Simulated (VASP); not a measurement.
# Zr2CN (R-3m) in VASP: notebook

Runs on Zr2CN. Level: LDA. Tasks: single point.

Program: VASP 6.6.1. These are calculated values, not measurements. Logs are shortened: lines on timing, memory, paths and dates and some standing lists are left out, and cuts for length are marked.

### Step 1. The cell of the first run

Symmetry: R-3m, No. 166, trigonal system. The conventional cell has a = 3.290 Å, b = 3.290 Å, c = 16.118 Å, α = 90.00°, β = 90.00°, γ = 120.00°. Within 3.1 Å of Zr (site symmetry 3m) lie 3 C at 2.32 Å and 3 N at 2.34 Å. C (site symmetry -3m) has 6 Zr at 2.32 Å within 3.1 Å. Within 3.1 Å of N (site symmetry -3m) lie 6 Zr at 2.34 Å.

### Step 2. Single point, LDA

INCAR

```
SYSTEM = Zr2CN
PREC     = Accurate       ! precision mode
ENCUT    = 520            ! plane-wave cutoff, eV
EDIFF    = 1E-6           ! SCF threshold, eV
ISMEAR   = 0              ! smearing method
SIGMA    = 0.05           ! smearing width, eV
LREAL    = .False.        ! projectors in reciprocal space
LASPH    = .True.         ! aspherical terms in the spheres
NELM     = 80             ! most SCF steps
ALGO     = Normal         ! electronic algorithm
ISIF     = 2              ! what is computed and relaxed
LWAVE    = .False.        ! write WAVECAR
LCHARG   = .False.        ! write CHGCAR
GGA      = CA             ! functional
NBANDS   = 24             ! bands
```

KPOINTS

```
regular mesh
0
Gamma
  8 8 8
  0 0 0
```

POSCAR

```
Zr2CN
1.0
    1.6449830000      0.9497310000      5.3726180000
   -1.6449830000      0.9497310000      5.3726180000
    0.0000000000     -1.8994630000      5.3726180000
Zr C N
2 1 1
Direct
    0.7490670000      0.7490670000      0.7490670000
    0.2509330000      0.2509330000      0.2509330000
    0.0000000000      0.0000000000      0.0000000000
    0.5000000000      0.5000000000      0.5000000000
```

Potentials or basis: VASP PAW LDA potentials, release 64 (Zr_sv, C, N).

Run with:

```bash
> cat potpaw_LDA.64/Zr_sv/POTCAR potpaw_LDA.64/C/POTCAR potpaw_LDA.64/N/POTCAR > POTCAR
> mpirun -np 1 vasp_std > vasp.out
```

OUTCAR:

```text
SYSTEM = Zr2CN
   PREC = Accurate
   ENCUT = 520
   EDIFF = 1E-6
   ISMEAR = 0
   LREAL = .False.
   LASPH = .True.
   NELM = 80
   ISIF = 2
   GGA = CA

 ion  position               nearest neighbor table
   1  0.749  0.749  0.749-   3 2.32   3 2.32   3 2.32   4 2.34   4 2.34   4 2.34   2 3.27   2 3.27
                             2 3.27   2 3.31   2 3.31   2 3.31
   2  0.251  0.251  0.251-   3 2.32   3 2.32   3 2.32   4 2.34   4 2.34   4 2.34   1 3.27   1 3.27
                             1 3.27   1 3.31   1 3.31   1 3.31
   3  0.000  0.000  0.000-   1 2.32   1 2.32   2 2.32   2 2.32   1 2.32   2 2.32
   4  0.500  0.500  0.500-   2 2.34   2 2.34   1 2.34   1 2.34   2 2.34   1 2.34

  LATTYP: Found a trigonal (rhomboedric) cell.
 ALAT       =     5.6985070165
 COS(alpha) =     0.8333402795

  Lattice vectors:

 A1 = (   1.6449830000,   0.9497310000,   5.3726180000)
 A2 = (  -1.6449830000,   0.9497310000,   5.3726180000)
 A3 = (   0.0000000000,  -1.8994630000,   5.3726180000)

Analysis of symmetry for initial positions (statically):
=====================================================================
 Subroutine PRICEL returns:
 Original cell was already a primitive cell.

 Routine SETGRP: Setting up the symmetry group for a
 trigonal (rhombohedral) supercell.

 Subroutine GETGRP returns: Found 12 space group operations
 (whereof 12 operations were pure point group operations)
 out of a pool of 12 trial point group operations.

The static configuration has the point symmetry D_3d.

Analysis of symmetry for dynamics (positions and initial velocities):
=====================================================================
 Subroutine PRICEL returns:
 Original cell was already a primitive cell.

 Routine SETGRP: Setting up the symmetry group for a
 trigonal (rhombohedral) supercell.

 Subroutine GETGRP returns: Found 12 space group operations
 (whereof 12 operations were pure point group operations)
 out of a pool of 12 trial point group operations.

The dynamic configuration has the point symmetry D_3d.

 Subroutine INISYM returns: Found 12 space group operations
 (whereof 12 operations are pure point group operations),
 and found     1 'primitive' translations

----------------------------------------------------------------------------------------

                                     Primitive cell

  volume of cell :      50.3616

  direct lattice vectors                    reciprocal lattice vectors
     1.644983000  0.949731000  5.372618000     0.303954509  0.175488226  0.062043010
    -1.644983000  0.949731000  5.372618000    -0.303954509  0.175488226  0.062043010
     0.000000000 -1.899463000  5.372618000     0.000000000 -0.350976452  0.062042977

  length of vectors
     5.698507016  5.698507016  5.698507161     0.356418007  0.356418007  0.356418014

  position of ions in fractional coordinates (direct lattice)
     0.749067000  0.749067000  0.749067000
     0.250933000  0.250933000  0.250933000
     0.000000000  0.000000000  0.000000000
     0.500000000  0.500000000  0.500000000

  ion indices of the primitive-cell ions
   primitive index   ion index
                 1           1
                 2           2
                 3           3
                 4           4

----------------------------------------------------------------------------------------

 KPOINTS: regular mesh

Automatic generation of k-mesh.
 Grid dimensions read from file:
 generate k-points for:    8    8    8

 Generating k-lattice:

  Cartesian coordinates                     Fractional coordinates (reciprocal lattice)
     0.037994314  0.021936028  0.007755376     0.125000000  0.000000000  0.000000000
    -0.037994314  0.021936028  0.007755376     0.000000000  0.125000000  0.000000000
     0.000000000 -0.043872056  0.007755372     0.000000000  0.000000000  0.125000000

  Length of vectors
     0.044552251  0.044552251  0.044552252

  Shift w.r.t. Gamma in fractional coordinates (k-lattice)
     0.000000000  0.000000000  0.000000000

 Subroutine IBZKPT returns following result:
 ===========================================

 Found     65 irreducible k-points:

 Following reciprocal coordinates:
            Coordinates               Weight
  0.000000  0.000000  0.000000      1.000000
  0.125000  0.000000  0.000000      6.000000
  0.250000  0.000000  0.000000      6.000000
  0.375000  0.000000  0.000000      6.000000
  0.500000  0.000000  0.000000      3.000000
  0.125000  0.125000  0.000000      6.000000
[... 16 lines left out ...]
  0.250000  0.125000  0.125000      6.000000
  0.375000  0.125000  0.125000      6.000000
 [... further k-points ...]
   k-points           NKPTS =     65   k-points in BZ     NKDIM =     65   number of bands    NBANDS=     24
   number of dos      NEDOS =    301   number of ions     NIONS =      4
   total plane-waves  NPLWV =  74088
   dimension x,y,z NGX =    42 NGY =   42 NGZ =   42
   dimension x,y,z NGXF=    84 NGYF=   84 NGZF=   84
   ions per type =               2   1   1
   NGX,Y,Z   is equivalent  to a cutoff of  12.25, 12.25, 12.25 a.u.
   NGXF,Y,Z  is equivalent  to a cutoff of  24.51, 24.51, 24.51 a.u.
 SYSTEM =  Zr2CN
   PREC   = accura    normal or accurate (medium, high low for compatibility)
   ISTART =      0    job   : 0-new  1-cont  2-samecut
   ICHARG =      2    charge: 1-file 2-atom 10-const
   ISPIN  =      1    spin polarized calculation?
   LNONCOLLINEAR =      F non collinear calculations
   LSORBIT =      F    spin-orbit coupling
   LASPH  =      T    aspherical Exc in radial PAW
   ENCUT  =  520.0 eV  38.22 Ry    6.18 a.u.  10.60 10.60 10.60*2*pi/ulx,y,z
   NELM   =     80;   NELMIN=  2; NELMDL= -5     # of ELM steps
   EDIFF  = 0.1E-05   stopping-criterion for ELM
   LREAL  =      F    real-space projection
   EDIFFG = 0.1E-04   stopping-criterion for IOM
   NSW    =      0    number of steps for IOM
   IBRION =     -1    ionic relax: 0-MD 1-quasi-New 2-CG
   NFREE  =      0    steps in history (QN), initial steepest desc. (CG)
   ISIF   =      2    stress and relaxation
   ISYM   =      2    0-nonsym 1-usesym 2-fastsym
   POTIM  = 0.5000    time-step for ionic-motion
   TEBEG  =    0.0;   TEEND  =   0.0 temperature during run
   PSTRESS=    0.0 pullay stress
   NELECT =      33.0000    total number of electrons
   NUPDOWN=      -1.0000    fix difference up-down
   EMIN   =  10.00;   EMAX   =-10.00  energy-range for DOS
   EFERMI =   0.00;   METHOD = LEGACY
   ISMEAR =     0;   SIGMA  =   0.05  broadening in eV -4-tet -1-fermi 0-gaus
   EFERMI_NEDOS =   21; number of points for ismear=-14 and -15
   IALGO  =     38    algorithm
   IMIX   =      4    mixing-type and parameters
     AMIX     =   0.40;   BMIX     =  1.00
     AMIX_MAG =   1.60;   BMIX_MAG =  1.00
  volume/ion in A,a.u.               =      12.59        84.96
  Fermi-wavevector in a.u.,A,eV,Ry     =   1.421935  2.687067 27.509600  2.021899
  Thomas-Fermi vector in A             =   2.542692
   LORBIT       =      0    0 simple, 1 ext, 2 COOP (PROOUT), +10 PAW based schemes
   GGA     = CA    functional components
   LHFCALC =     F    Hartree Fock is set to
   AEXX    =    0.0000 exact exchange contribution
   IVDW    =     0    specifies the selected vdW correction
   LEPSILON=     F    determine dielectric tensor
   LRPA    =     F    only Hartree local field effects (RPA)
 non-spin polarized calculation
 Gauss-broadening in eV      SIGMA  =   0.05
  energy-cutoff  :      520.00
  volume of cell :       50.36
 maximum number of plane-waves:      1392
   NGX = 21   NGY = 21   NGZ = 21

 number of electron      32.9999999 magnetization

 Free energy of the ion-electron system (eV)
  ---------------------------------------------------
  ext. energy  EPLUGINS =         0.00000000
  ---------------------------------------------------
  free energy    TOTEN  =       -43.79648265 eV

  energy without entropy =      -43.79600086  energy(sigma->0) =      -43.79624176

 E-fermi :  10.6538     XC(G=0): -12.5269

 val. band max:       10.6356073635   @ k =   0.1250   0.0000   0.0000
 cond. band min:      10.7111066557   @ k =  -0.2500   0.1250   0.1250
 fundamental gap:      0.0754992922
 Fermi energy:        10.6537554162

 k-point     1 :       0.0000    0.0000    0.0000
  band No.  band energies     occupation
      1     -38.1047      2.00000
      2     -37.9849      2.00000
      3     -16.9098      2.00000
      4     -16.0088      2.00000
      5     -16.0088      2.00000
      6     -15.9244      2.00000
[... 16 lines left out ...]
     23      14.2518      0.00000
     24      14.8512      0.00000

 k-point     2 :       0.1250    0.0000    0.0000
  band No.  band energies     occupation
      1     -38.0887      2.00000
      2     -37.9779      2.00000
      3     -16.8508      2.00000
      4     -16.1123      2.00000
      5     -16.0460      2.00000
      6     -16.0297      2.00000
[... 16 lines left out ...]
     23      14.1094      0.00000
     24      14.6507      0.00000

 k-point     3 :       0.2500    0.0000    0.0000
  band No.  band energies     occupation
      1     -38.0479      2.00000
      2     -37.9630      2.00000
      3     -16.6930      2.00000
      4     -16.3563      2.00000
      5     -16.3303      2.00000
      6     -16.0779      2.00000
[... 16 lines left out ...]
     23      14.3760      0.00000
     24      15.4825      0.00000

 k-point     4 :       0.3750    0.0000    0.0000
  band No.  band energies     occupation
      1     -38.0004      2.00000
      2     -37.9544      2.00000
      3     -16.6094      2.00000
      4     -16.5910      2.00000
      5     -16.4718      2.00000
      6     -16.1207      2.00000
[... 16 lines left out ...]
     23      15.5645      0.00000
     24      16.1115      0.00000

 k-point     5 :       0.5000    0.0000    0.0000
  band No.  band energies     occupation
      1     -37.9673      2.00000
      2     -37.9642      2.00000
      3     -16.7084      2.00000
      4     -16.6899      2.00000
      5     -16.2769      2.00000
      6     -16.2593      2.00000
[... 451 lines left out ...]
 k-point    22 :       0.1250    0.1250    0.1250
  band No.  band energies     occupation
      1     -38.1002      2.00000
      2     -37.9895      2.00000
      3     -16.8754      2.00000
      4     -16.0056      2.00000
      5     -16.0056      2.00000
      6     -15.9656      2.00000
[... 16 lines left out ...]
     23      14.0675      0.00000
     24      14.0675      0.00000

 k-point    23 :       0.2500    0.1250    0.1250
  band No.  band energies     occupation
      1     -38.0817      2.00000
      2     -37.9851      2.00000
      3     -16.8001      2.00000
      4     -16.1198      2.00000
      5     -16.0684      2.00000
      6     -16.0101      2.00000
[... 16 lines left out ...]
     23      14.1627      0.00000
     24      14.5607      0.00000

 k-point    24 :       0.3750    0.1250    0.1250
  band No.  band energies     occupation
      1     -38.0395      2.00000
      2     -37.9716      2.00000
      3     -16.6590      2.00000
      4     -16.3520      2.00000
      5     -16.3247      2.00000
      6     -16.0524      2.00000
[... 16 lines left out ...]
     23      13.9161      0.00000
     24      15.0948      0.00000

 [... further k-points ...]
[... 5 lines left out ...]
  --------------------------------------------------------------------------------------
  -------------------------------------------------------------------------------------
  Total       -3.1322315     -3.1322312     -2.9579451      0.0000000      0.0000002     -0.0000000
  in kB      -99.6471878    -99.6471784    -94.1025290      0.0000000      0.0000058     -0.0000000
  external PRESSURE =     -97.7989651 kB  Pullay stress =       0.0000000 kB

 VOLUME and BASIS-vectors are now :
 -----------------------------------------------------------------------------
  energy-cutoff  :      520.00
  volume of cell :       50.36
      direct lattice vectors                 reciprocal lattice vectors
     1.644983000  0.949731000  5.372618000     0.303954509  0.175488226  0.062043010
    -1.644983000  0.949731000  5.372618000    -0.303954509  0.175488226  0.062043010
     0.000000000 -1.899463000  5.372618000     0.000000000 -0.350976452  0.062042977

 POSITION                                       TOTAL-FORCE (eV/Angst)
 -----------------------------------------------------------------------------------
      0.00000     -0.00000     12.07335         0.000000     -0.000000      0.102951
      0.00000     -0.00000      4.04450         0.000000      0.000000     -0.102951
      0.00000      0.00000      0.00000         0.000000     -0.000000     -0.000000
      0.00000     -0.00000      8.05893        -0.000000      0.000000     -0.000000
 -----------------------------------------------------------------------------------
    total drift:                               -0.000000     -0.000000      0.000000

  FREE ENERGIE OF THE ION-ELECTRON SYSTEM (eV)
  ---------------------------------------------------
  free  energy   TOTEN  =       -43.7964826548 eV

  energy  without entropy=      -43.7960008599  energy(sigma->0) =      -43.79624176
```

Run time: 2.2 min. Hardware: 1 thread of Intel Xeon Platinum 8375C at 2.90GHz (Ice Lake), shared host; peak memory 0.26 GiB.

What came out:

* Free energy: -43.7965 eV
* Pressure: -9.8 GPa
* Largest force: 0.103 eV/Å
* Band gap on the k mesh: zero (an odd number of electrons rules out a gap without spin polarisation)

Forces in eV/Å, atoms in the order of the input:
```
Zr   0.000  0.000  0.103
Zr   0.000  0.000 -0.103
C    0.000  0.000  0.000
N    0.000  0.000  0.000
```

Caveat: the cell stands under tension; an odd number of electrons without spin polarisation forces a metal; a magnetic or distorted state may lie lower.

### Step 3. Single point, LDA

INCAR

```
  PREC = Accurate
  ENCUT = 520
  EDIFF = 1E-6
  ISMEAR = 0
  SIGMA = 0.05
  LREAL = F
  LASPH = T
  NELM = 80
  ALGO = Normal
  ISIF = 2
  LWAVE = F
  LCHARG = F
  NBANDS = 24
```

KPOINTS

```
Automatic mesh
0
Gamma
  8 8 8
```

POSCAR is that of step 2.

Potentials or basis: VASP PAW LDA potentials, release 64 (Zr_sv, C, N).

Run with:

```bash
> cat potpaw_LDA.64/Zr_sv/POTCAR potpaw_LDA.64/C/POTCAR potpaw_LDA.64/N/POTCAR > POTCAR
> mpirun -np 1 vasp_std > vasp.out
```

Wall time 2.2 min (1 thread of Intel Xeon Platinum 8375C at 2.90GHz (Ice Lake), shared host); peak memory 0.26 GiB.

The run converged. Its results:

```yaml
Free_energy: -43.7965 eV
Pressure: -9.8 GPa
Largest_force: 0.103 eV/Å
Band_gap_on_the_k_mesh: zero (an odd number of electrons rules out a gap without spin polarisation)
```

Forces in eV/Å, atoms in the order of the input:
```
Zr   0.000  0.000  0.103
Zr   0.000  0.000 -0.103
C    0.000  0.000  0.000
N    0.000  0.000  0.000
```

Stress tensor (GPa, compression positive):
```
-9.96  0.00  0.00
 0.00 -9.96  0.00
 0.00  0.00 -9.41
```

Levels at points of the mesh, in eV from the Fermi level:
```tsv
k point	band 15	band 16	band 17	band 18	band 19	band 20
(0.00, 0.00, 0.00)	-0.86	-0.86	0.12	0.12	0.13	1.98
(0.50, 0.00, 0.00)	-3.26	-2.54	-0.03	0.68	3.91	4.09
(0.50, 0.50, 0.00)	-2.80	-1.61	-1.46	3.57	3.58	3.69
(0.50, 0.50, 0.50)	-2.62	-2.62	1.25	1.48	1.48	1.53
```

Caveat: the cell stands under tension; an odd number of electrons without spin polarisation forces a metal; a magnetic or distorted state may lie lower.

The gap in the log of VASP goes by the Fermi energy; the results here count the filled bands.